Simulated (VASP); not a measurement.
# Mn (P6/mmm) in VASP: a series of runs

Mn is run at these levels: PBEsol; tasks: relaxation of cell and atoms, single point.

Everything below comes from runs of VASP 6.6.1. Logs are shortened: lines on timing, memory, paths and dates and some standing lists are left out, and cuts for length are marked.

### Step 1. The cell of the first run

The structure is hexagonal, space group P6/mmm (No. 191). Conventional cell: a = 3.616 Å, b = 3.616 Å, c = 2.353 Å, α = 90.00°, β = 90.00°, γ = 120.00°. Within 2.8 Å of Mn (site symmetry -6m2) lie 5 Mn at 2.09 to 2.35 Å.

### Step 2. Relaxation of cell and atoms, PBEsol

Contents of INCAR:

```
SYSTEM = Mn
ALGO = Normal
EDIFF = 1E-6
EDIFFG = -0.01
ENCUT = 600
GGA = PS
IBRION = 2
ISIF = 3
ISMEAR = 0
LASPH = .True.
LCHARG = .False.
LREAL = .False.
LWAVE = .False.
NELM = 100
NSW = 100
PREC = Accurate
SIGMA = 0.1
```

Contents of KPOINTS:

```
k-points
0
Gamma
  18 18 24
  0 0 0
```

Contents of POSCAR:

```
Mn
1.0
    3.6155022466      0.0000000000      0.0000000000
   -1.8077511233      3.1311167930      0.0000000000
    0.0000000000      0.0000000000      2.3527693231
Mn
2
Direct
    0.3333333333      0.6666666667      0.0000000000
    0.6666666667      0.3333333333      0.0000000000
```

Potentials or basis: VASP PAW PBE potentials, release 64 (Mn_pv).

On the command line:

```sh
cat potpaw_PBE.64/Mn_pv/POTCAR > POTCAR
mpirun -np 1 vasp_std > vasp.out
```

OUTCAR:

```text
SYSTEM = Mn
   EDIFF = 1E-6
   EDIFFG = -0.01
   ENCUT = 600
   GGA = PS
   IBRION = 2
   ISIF = 3
   ISMEAR = 0
   LASPH = .True.
   LREAL = .False.
   NELM = 100
   NSW = 100
   PREC = Accurate

 ion  position               nearest neighbor table
   1  0.333  0.667  0.000-   2 2.09   2 2.09   2 2.09   2 3.15   2 3.15   2 3.15   2 3.15   2 3.15
                             2 3.15
   2  0.667  0.333  0.000-   1 2.09   1 2.09   1 2.09   1 3.15   1 3.15   1 3.15   1 3.15   1 3.15
                             1 3.15

  LATTYP: Found a hexagonal cell.
 ALAT       =     3.6155022466
 C/A-ratio  =     0.6507448102

  Lattice vectors:

 A1 = (   3.6155022466,   0.0000000000,   0.0000000000)
 A2 = (  -1.8077511233,   3.1311167930,   0.0000000000)
 A3 = (   0.0000000000,   0.0000000000,   2.3527693231)

Analysis of symmetry for initial positions (statically):
=====================================================================
 Subroutine PRICEL returns:
 Original cell was already a primitive cell.

 Routine SETGRP: Setting up the symmetry group for a
 hexagonal supercell.

 Subroutine GETGRP returns: Found 24 space group operations
 (whereof 24 operations were pure point group operations)
 out of a pool of 24 trial point group operations.

The static configuration has the point symmetry D_6h.

Analysis of symmetry for dynamics (positions and initial velocities):
=====================================================================
 Subroutine PRICEL returns:
 Original cell was already a primitive cell.

 Routine SETGRP: Setting up the symmetry group for a
 hexagonal supercell.

 Subroutine GETGRP returns: Found 24 space group operations
 (whereof 24 operations were pure point group operations)
 out of a pool of 24 trial point group operations.

The dynamic configuration has the point symmetry D_6h.

 Subroutine INISYM returns: Found 24 space group operations
 (whereof 24 operations are pure point group operations),
 and found     1 'primitive' translations

----------------------------------------------------------------------------------------

                                     Primitive cell

  volume of cell :      26.6347

  direct lattice vectors                    reciprocal lattice vectors
     3.615502247  0.000000000  0.000000000     0.276586746  0.159687432  0.000000000
    -1.807751123  3.131116793  0.000000000     0.000000000  0.319374864  0.000000000
     0.000000000  0.000000000  2.352769323     0.000000000  0.000000000  0.425031043

  length of vectors
     3.615502247  3.615502247  2.352769323     0.319374864  0.319374864  0.425031043

  position of ions in fractional coordinates (direct lattice)
     0.333333333  0.666666667  0.000000000
     0.666666667  0.333333333  0.000000000

  ion indices of the primitive-cell ions
   primitive index   ion index
                 1           1
                 2           2

----------------------------------------------------------------------------------------

 KPOINTS: k-points

Automatic generation of k-mesh.
 Grid dimensions read from file:
 generate k-points for:   18   18   24

 Generating k-lattice:

  Cartesian coordinates                     Fractional coordinates (reciprocal lattice)
     0.015365930  0.008871524  0.000000000     0.055555556 -0.000000000  0.000000000
     0.000000000  0.017743048  0.000000000     0.000000000  0.055555556  0.000000000
     0.000000000  0.000000000  0.017709627     0.000000000  0.000000000  0.041666667

  Length of vectors
     0.017743048  0.017743048  0.017709627

  Shift w.r.t. Gamma in fractional coordinates (k-lattice)
     0.000000000  0.000000000  0.000000000

 Subroutine IBZKPT returns following result:
 ===========================================

 Found    481 irreducible k-points:

 Following reciprocal coordinates:
            Coordinates               Weight
  0.000000  0.000000  0.000000      1.000000
  0.055556  0.000000  0.000000      6.000000
  0.111111  0.000000  0.000000      6.000000
  0.166667  0.000000  0.000000      6.000000
  0.222222  0.000000  0.000000      6.000000
  0.277778  0.000000  0.000000      6.000000
[... 16 lines left out ...]
  0.333333  0.111111  0.000000     12.000000
  0.388889  0.111111  0.000000     12.000000
 [... further k-points ...]
   k-points           NKPTS =    481   k-points in BZ     NKDIM =    481   number of bands    NBANDS=     17
   number of dos      NEDOS =    301   number of ions     NIONS =      2
   total plane-waves  NPLWV =  18000
   dimension x,y,z NGX =    30 NGY =   30 NGZ =   20
   dimension x,y,z NGXF=    60 NGYF=   60 NGZF=   40
   ions per type =               2
   NGX,Y,Z   is equivalent  to a cutoff of  13.79, 13.79, 14.13 a.u.
   NGXF,Y,Z  is equivalent  to a cutoff of  27.59, 27.59, 28.26 a.u.
 SYSTEM =  Mn
   PREC   = accura    normal or accurate (medium, high low for compatibility)
   ISTART =      0    job   : 0-new  1-cont  2-samecut
   ICHARG =      2    charge: 1-file 2-atom 10-const
   ISPIN  =      1    spin polarized calculation?
   LNONCOLLINEAR =      F non collinear calculations
   LSORBIT =      F    spin-orbit coupling
   LASPH  =      T    aspherical Exc in radial PAW
   ENCUT  =  600.0 eV  44.10 Ry    6.64 a.u.   7.22  7.22  4.70*2*pi/ulx,y,z
   NELM   =    100;   NELMIN=  2; NELMDL= -5     # of ELM steps
   EDIFF  = 0.1E-05   stopping-criterion for ELM
   LREAL  =      F    real-space projection
   EDIFFG = -.1E-01   stopping-criterion for IOM
   NSW    =    100    number of steps for IOM
   IBRION =      2    ionic relax: 0-MD 1-quasi-New 2-CG
   NFREE  =      1    steps in history (QN), initial steepest desc. (CG)
   ISIF   =      3    stress and relaxation
   ISYM   =      2    0-nonsym 1-usesym 2-fastsym
   POTIM  = 0.5000    time-step for ionic-motion
   TEBEG  =    0.0;   TEEND  =   0.0 temperature during run
   PSTRESS=    0.0 pullay stress
   NELECT =      26.0000    total number of electrons
   NUPDOWN=      -1.0000    fix difference up-down
   EMIN   =  10.00;   EMAX   =-10.00  energy-range for DOS
   EFERMI =   0.00;   METHOD = LEGACY
   ISMEAR =     0;   SIGMA  =   0.10  broadening in eV -4-tet -1-fermi 0-gaus
   EFERMI_NEDOS =   21; number of points for ismear=-14 and -15
   IALGO  =     38    algorithm
   IMIX   =      4    mixing-type and parameters
     AMIX     =   0.40;   BMIX     =  1.00
     AMIX_MAG =   1.60;   BMIX_MAG =  1.00
  volume/ion in A,a.u.               =      13.32        89.87
  Fermi-wavevector in a.u.,A,eV,Ry     =   1.623991  3.068897 35.883267  2.637346
  Thomas-Fermi vector in A             =   2.717350
   LORBIT       =      0    0 simple, 1 ext, 2 COOP (PROOUT), +10 PAW based schemes
   GGA     = PS    functional components
   LHFCALC =     F    Hartree Fock is set to
   AEXX    =    0.0000 exact exchange contribution
   IVDW    =     0    specifies the selected vdW correction
   LEPSILON=     F    determine dielectric tensor
   LRPA    =     F    only Hartree local field effects (RPA)
 conjugate gradient relaxation of ions
 non-spin polarized calculation
 Gauss-broadening in eV      SIGMA  =   0.10
  energy-cutoff  :      600.00
  volume of cell :       26.63
 maximum number of plane-waves:       915
 NGX is ok and might be reduce to    30

--------------------------------------- Ionic step        1  -------------------------------------------

 number of electron      26.0000025 magnetization

 Free energy of the ion-electron system (eV)
  ---------------------------------------------------
  ext. energy  EPLUGINS =         0.00000000
  ---------------------------------------------------
  free energy    TOTEN  =       -17.22796493 eV

  energy without entropy =      -17.21346536  energy(sigma->0) =      -17.22071515

------------------------ aborting loop because EDIFF is reached ----------------------------------------

  FORCE on cell =-STRESS in cart. coord.  units (eV):
  Direction    XX          YY          ZZ          XY          YZ          ZX
  --------------------------------------------------------------------------------------
  -------------------------------------------------------------------------------------
  Total        0.1087183      0.1087183      0.1457542      0.0000000     -0.0000000      0.0000000
  in kB        6.5398203      6.5398203      8.7676719      0.0000000     -0.0000000      0.0000000
  external PRESSURE =       7.2824375 kB  Pullay stress =       0.0000000 kB
[... 57 lines left out ...]
  energy  without entropy=      -17.2132306657  energy(sigma->0) =      -17.22052345

--------------------------------------- Ionic step        3  -------------------------------------------

 number of electron      26.0000028 magnetization

 Free energy of the ion-electron system (eV)
  ---------------------------------------------------
  ext. energy  EPLUGINS =         0.00000000
  ---------------------------------------------------
  free energy    TOTEN  =       -17.22820271 eV

  energy without entropy =      -17.21366553  energy(sigma->0) =      -17.22093412

 E-fermi :   7.7484     XC(G=0): -12.5737

 val. band max:        7.7474102715   @ k =   0.2778   0.2222   0.1250
 cond. band min:       7.7495670557   @ k =   0.3333   0.0556   0.2917
 fundamental gap:      0.0021567842
 Fermi energy:         7.7483900455

 k-point     1 :       0.0000    0.0000    0.0000
  band No.  band energies     occupation
      1     -40.8174      2.00000
      2     -40.8174      2.00000
      3     -40.0053      2.00000
      4     -39.7239      2.00000
      5     -39.6524      2.00000
      6     -39.6524      2.00000
[... 9 lines left out ...]
     16       9.3024      0.00000
     17       9.3024      0.00000
[... 443 lines left out ...]
      1     -40.9365      2.00000
      2     -40.5126      2.00000
      3     -39.9685      2.00000
      4     -39.9119      2.00000
      5     -39.8182      2.00000
      6     -39.5250      2.00000
[... 9 lines left out ...]
     16       8.9790      0.00000
     17       9.6062      0.00000

 [... further k-points ...]
[... 5 lines left out ...]
  --------------------------------------------------------------------------------------
  -------------------------------------------------------------------------------------
  Total       -0.0114184     -0.0114184      0.0145766      0.0000000      0.0000000      0.0000000
  in kB       -0.6842430     -0.6842430      0.8734996      0.0000000      0.0000000      0.0000000
  external PRESSURE =      -0.1649955 kB  Pullay stress =       0.0000000 kB
[... 17 lines left out ...]
  FREE ENERGIE OF THE ION-ELECTRON SYSTEM (eV)
  ---------------------------------------------------
  free  energy   TOTEN  =       -17.2282027060 eV

  energy  without entropy=      -17.2136655332  energy(sigma->0) =      -17.22093412

 reached required accuracy - stopping structural energy minimisation
```

It took 5.4 min on 1 thread of Intel Xeon Platinum 8488C (Sapphire Rapids), shared host; peak memory 0.33 GiB.

What came out:

| Item | Value |
| --- | --- |
| Free energy | -17.2282 eV |
| Relaxed volume | 13.37 Å³/atom |
| Relaxed cell | a = 3.620 Å, b = 3.620 Å, c = 2.356 Å, α = 90.00°, β = 90.00°, γ = 120.00° |
| Space group after relaxing (to 0.05 Å) | P6/mmm (No. 191) |
| Energy gained by relaxing | 0.1 meV/atom |
| Ionic steps | 3 |
| Pressure after relaxing | 0.0 GPa |
| Band gap on the k mesh | zero (band 13 reaches 8.64 eV, above the bottom of band 14 at 6.86 eV) |

Step by step:
| step | energy change (eV) | largest force (eV/Å) | pressure (GPa) | volume (Å³) |
| --- | --- | --- | --- | --- |
| 1 | 0.0000 | 0.0000 | 0.73 | 26.63 |
| 2 | 0.0001 | 0.0000 | -0.92 | 26.87 |
| 3 | -0.0002 | 0.0000 | -0.02 | 26.74 |

Final structure:
```
Mn
1.0
     3.61963    0.00000    0.00000
    -1.80982    3.13470    0.00000
     0.00000    0.00000    2.35637
Mn
2
Direct
  0.33333 0.66667 0.00000
  0.66667 0.33333 0.00000
```

Levels at points of the mesh, in eV from the Fermi level:
| k point | band 11 | band 12 | band 13 | band 14 | band 15 | band 16 |
| --- | --- | --- | --- | --- | --- | --- |
| (0.00, 0.00, 0.00) | -1.71 | -1.49 | -1.49 | -0.31 | -0.31 | 1.55 |
| (0.50, 0.00, 0.00) | -2.51 | -1.58 | -0.56 | -0.05 | 1.10 | 1.45 |
| (0.00, 0.00, 0.50) | -0.85 | -0.78 | -0.72 | -0.72 | -0.35 | -0.35 |
| (0.50, 0.00, 0.50) | -1.97 | -1.52 | 0.45 | 1.13 | 1.77 | 2.63 |

Caveat: the PAW data sets were made with another functional, which shifts forces and pressure a little; the run has no spin polarisation, though such a crystal can be magnetic. Spin polarisation is off, so any magnetic state and its effect on volume and gap are missing.

### Step 3. Single point, PBEsol, collinear spin, ferromagnetic start

This run uses another cell than the first one: it holds 1 atom, not 2.

Contents of INCAR:

```
SYSTEM = Mn
PREC     = Accurate       ! precision mode
ENCUT    = 600            ! plane-wave cutoff, eV
EDIFF    = 1E-6           ! SCF threshold, eV
ISMEAR   = 0              ! smearing method
SIGMA    = 0.1            ! smearing width, eV
LREAL    = .False.        ! projectors in reciprocal space
LASPH    = .True.         ! aspherical terms in the spheres
NELM     = 200            ! most SCF steps
ALGO     = Normal         ! electronic algorithm
ISIF     = 2              ! what is computed and relaxed
LWAVE    = .False.        ! write WAVECAR
LCHARG   = .True.         ! write CHGCAR
ISPIN    = 2              ! spin polarisation
MAGMOM   = 2.06           ! initial moments
LORBIT   = 11             ! projections on sites
LMAXMIX  = 4              ! l up to which the mixer works
GGA      = PS             ! functional
LELF     = .True.         ! ELF
LVHAR    = .True.       
NBANDS   = 18             ! bands
GGA_COMPAT= .False.
```

Contents of KPOINTS:

```
regular mesh
0
Gamma
  9 9 8
  0 0 0
```

Contents of POSCAR:

```
Mn
1.0
    2.4509073916      0.0000000000      0.0000000000
   -1.2254536958      2.1225480635      0.0000000000
    0.0000000000      0.0000000000      2.1060782480
Mn
1
Direct
    0.0000000000      0.0000000000      0.0000000000
```

Potentials or basis: VASP PAW PBE potentials, release 64 (Mn_sv).

On the command line:

```sh
cat potpaw_PBE.64/Mn_sv/POTCAR > POTCAR
mpirun -np 1 vasp_std > vasp.out
```

It took 38 s on 1 thread of AMD EPYC 7R43 (Zen 3), shared host; peak memory 0.11 GiB.

The run converged. Its results:

| Item | Value |
| --- | --- |
| Free energy | -9.2297 eV |
| Pressure | -3.2 GPa |
| Net moment | 0.00 μB per cell |
| Valence electrons inside the program's atomic spheres | Mn 13.14 |

Stress tensor (GPa, compression positive):
```
-3.11  0.00  0.00
 0.00 -3.11  0.00
 0.00  0.00 -3.41
```

Levels at points of the mesh, in eV from the Fermi level:
Spin up:
```csv
k point,band 4,band 5,band 6,band 7,band 8,band 9,band 10,band 11,band 12,band 13
"(0.00, 0.00, 0.00)",-47.21,-8.44,-4.13,-1.31,-1.31,2.07,2.07,19.85,24.56,26.03
"(0.00, 0.00, 0.50)",-47.42,-3.26,-0.76,-0.76,-0.48,-0.48,-0.32,8.75,26.20,27.74
```
Spin down:
```tsv
k point	band 4	band 5	band 6	band 7	band 8	band 9	band 10	band 11	band 12	band 13
(0.00, 0.00, 0.00)	-47.22	-8.44	-4.13	-1.31	-1.31	2.07	2.07	19.85	24.56	26.03
(0.00, 0.00, 0.50)	-47.43	-3.26	-0.76	-0.76	-0.48	-0.48	-0.32	8.75	26.20	27.74
```

Caveat: the k points lie up to 0.37 Å⁻¹ apart; the starting moments collapsed, and a magnetic state may lie lower; the PAW data sets were made with another functional, which shifts forces and pressure a little.

### Step 4. Single point, PBEsol

This run uses another cell than the first one: it holds 1 atom, not 2.

Contents of INCAR:

```
PREC = Accurate
ENCUT = 600
EDIFF = 1E-6
ISMEAR = 0
SIGMA = 0.1
LREAL = F
LASPH = T
NELM = 120
ALGO = Normal
ISIF = 2
LWAVE = F
LCHARG = F
GGA = PS
NBANDS = 14
GGA_COMPAT = F
```

Contents of KPOINTS:

```
regular mesh
0
Gamma
  27 27 26
```

Contents of POSCAR:

```
Mn
1.0
    2.4514983706      0.0000000000      0.0000000000
   -1.2257491853      2.1230598662      0.0000000000
    0.0000000000      0.0000000000      2.1025066580
Mn
1
Direct
    0.0000000000      0.0000000000      0.0000000000
```

On the command line:

```sh
cat potpaw_PBE.64/Mn_sv/POTCAR > POTCAR
mpirun -np 1 vasp_std > vasp.out
```

Run time: 2.3 min. Hardware: 1 thread of Intel Xeon Platinum 8488C (Sapphire Rapids), shared host; peak memory 0.28 GiB.

The run converged. Its results:

| Item | Value |
| --- | --- |
| Free energy | -9.2186 eV |
| Pressure | -3.0 GPa |

Levels at points of the mesh, in eV from the Fermi level:
```tsv
k point	band 4	band 5	band 6	band 7	band 8	band 9	band 10	band 11
(0.00, 0.00, 0.00)	-47.30	-8.50	-4.23	-1.34	-1.34	2.02	2.02	19.79
(0.00, 0.00, 0.50)	-47.45	-3.30	-0.85	-0.85	-0.49	-0.49	-0.36	8.73
```

Caveat: the PAW data sets were made with another functional, which shifts forces and pressure a little; the run has no spin polarisation, though such a crystal can be magnetic.
